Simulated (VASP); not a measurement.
Set up this calculation in VASP 6.6.1, as the native input.

| Property | Result |
| --- | --- |
| Task | single point |
| Functional | r2SCAN |
| Dispersion | rVV10 |
| Potentials or basis | VASP PAW PBE potentials, release 64 (Mg_sv, B) |
| Cutoff | 920 eV |
| k mesh | 8 × 8 × 6 |
| Occupations | gaussian, width 0.05 eV |
| Spin | no spin polarisation |
| Dipole correction | no |
| Further INCAR settings | ALGO = Normal; EDIFF = 1e-06; NBANDS = 15 |

The system is MgB2.

```
Mg B
1.0
     3.10680    0.00000    0.00000
    -1.55340    2.69057    0.00000
     0.00000    0.00000    3.54885
Mg B
1 2
Direct
  0.00000 0.00000 0.00000
  0.33333 0.66667 0.50000
  0.66667 0.33333 0.50000
```

The input as run:

POSCAR

```
MgB2
1.0
    3.1067983495      0.0000000000      0.0000000000
   -1.5533991748      2.6905662951      0.0000000000
    0.0000000000      0.0000000000      3.5488455847
Mg B
1 2
Direct
    0.0000000000      0.0000000000      0.0000000000
    0.3333333333      0.6666666667      0.5000000000
    0.6666666667      0.3333333333      0.5000000000
```

INCAR.step1

```
SYSTEM = MgB2
PREC     = Accurate       ! precision mode
ENCUT    = 920            ! plane-wave cutoff, eV
ISMEAR   = 0              ! smearing method
SIGMA    = 0.05           ! smearing width, eV
LREAL    = .FALSE.        ! projectors in reciprocal space
LASPH    = .TRUE.         ! aspherical terms in the spheres
NELM     = 120            ! most SCF steps
NBANDS   = 15             ! bands
GGA      = PE             ! functional
ALGO     = Normal         ! electronic algorithm
EDIFF    = 1E-5           ! SCF threshold, eV
LWAVE    = .TRUE.         ! write WAVECAR
LCHARG   = .FALSE.        ! write CHGCAR
GGA_COMPAT= .FALSE.
```

INCAR.step2

```
SYSTEM = MgB2
PREC     = Accurate       ! precision mode
ENCUT    = 920            ! plane-wave cutoff, eV
EDIFF    = 1E-6           ! SCF threshold, eV
ISMEAR   = 0              ! smearing method
SIGMA    = 0.05           ! smearing width, eV
LREAL    = .FALSE.        ! projectors in reciprocal space
LASPH    = .TRUE.         ! aspherical terms in the spheres
NELM     = 120            ! most SCF steps
ALGO     = Normal         ! electronic algorithm
ISIF     = 2              ! what is computed and relaxed
LWAVE    = .FALSE.        ! write WAVECAR
LCHARG   = .FALSE.        ! write CHGCAR
METAGGA  = R2SCAN         ! meta-GGA
LMIXTAU  = .TRUE.       
LUSE_VDW = .TRUE.       
IVDW_NL  = 2            
BPARAM   = 11.95        
CPARAM   = 0.0093       
NBANDS   = 15             ! bands
ISTART   = 1            
GGA_COMPAT= .FALSE.
```

KPOINTS

```
Automatic mesh
0
G
  8 8 6
  0 0 0
```

Potentials or basis: VASP PAW PBE potentials, release 64 (Mg_sv, B).

Launch:

```sh
$ cat potpaw_PBE.64/Mg_sv/POTCAR potpaw_PBE.64/B/POTCAR > POTCAR
$ cp INCAR.step1 INCAR
$ mpirun -np 1 vasp_std > vasp.out
$ cp INCAR.step2 INCAR
$ mpirun -np 1 vasp_std > vasp.out
```

Results of the run:

The pressure is -5.4 GPa and the band gap on the k mesh is zero (bands 8 and 9 overlap by 2.61 eV).

Caveat: the cell stands under tension; the PAW data sets were made with another functional, which shifts forces and pressure a little.

It took 2.4 min on 1 thread of AMD EPYC 9R45 96-Core Processor (Zen 5), on a shared host, peak memory 0.32 GiB.
